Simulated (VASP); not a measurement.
The system is SnGe2.

```
Sn Ge
1.0
     3.97546    0.00000    0.00000
    -1.98773    3.44285    0.00000
     0.00000    0.00000    9.73784
Sn Ge
2 4
Direct
  0.00000 0.00000 0.87500
  0.00000 0.00000 0.12500
  0.33333 0.66667 0.54167
  0.66667 0.33333 0.20833
  0.66667 0.33333 0.45833
  0.33333 0.66667 0.79167
```

* Program: VASP 6.6.1
* Task: relaxation of cell and atoms
* Functional: PBE
* Potentials or basis: VASP PAW PBE potentials, release 64 (Sn_d, Ge_d)
* Cutoff: 600 eV
* k mesh: 6 × 6 × 2
* Occupations: gaussian, width 0.1 eV
* Spin: no spin polarisation

At the start: pressure 21.2 GPa; volume 22.21 Å³/atom.

**Question.** How do energy, volume and symmetry change on relaxing?

**Answer.** Over 14 steps the energy falls by 386.7 meV/atom and the volume is 28.03 Å³/atom (+26.2 %); space group P-3m1 (No. 164, to 0.1 Å) before and after.

Step by step:
| step | energy change (eV) | largest force (eV/Å) | pressure (GPa) | volume (Å³) |
| --- | --- | --- | --- | --- |
| 1 | 0.0000 | 2.6122 | 21.17 | 133.28 |
| 2 | -1.6574 | 0.5114 | -5.24 | 198.30 |
| 3 | -2.1891 | 0.8056 | -0.30 | 170.21 |
| 4 | -2.2503 | 0.4049 | -0.26 | 169.81 |
| 5 | -2.2598 | 0.4687 | -0.25 | 169.57 |
| 6 | -2.3028 | 0.2435 | 0.04 | 168.40 |
| 7 | -2.3181 | 0.0572 | 0.25 | 167.35 |
| 8 | -2.3185 | 0.0307 | 0.23 | 167.17 |
| 9 | -2.3185 | 0.0233 | 0.32 | 167.13 |
| 10 | -2.3199 | 0.0542 | -0.14 | 168.52 |
| 11 | -2.3201 | 0.0428 | 0.01 | 168.14 |
| 12 | -2.3201 | 0.0445 | -0.05 | 168.22 |
| 13 | -2.3201 | 0.0442 | -0.01 | 168.19 |
| 14 | -2.3203 | 0.0153 | -0.07 | 168.21 |

Final structure:
```
Sn Ge
1.0
     4.30784    0.00000    0.00000
    -2.15392    3.73070    0.00000
     0.00000    0.00000   10.46623
Sn Ge
2 4
Direct
  0.00000 0.00000 0.86283
  0.00000 0.00000 0.13717
  0.33333 0.66667 0.53492
  0.66667 0.33333 0.22620
  0.66667 0.33333 0.46508
  0.33333 0.66667 0.77380
```

Caveat: the volume moved by over 15 % at a fixed basis, so the end points are rough.
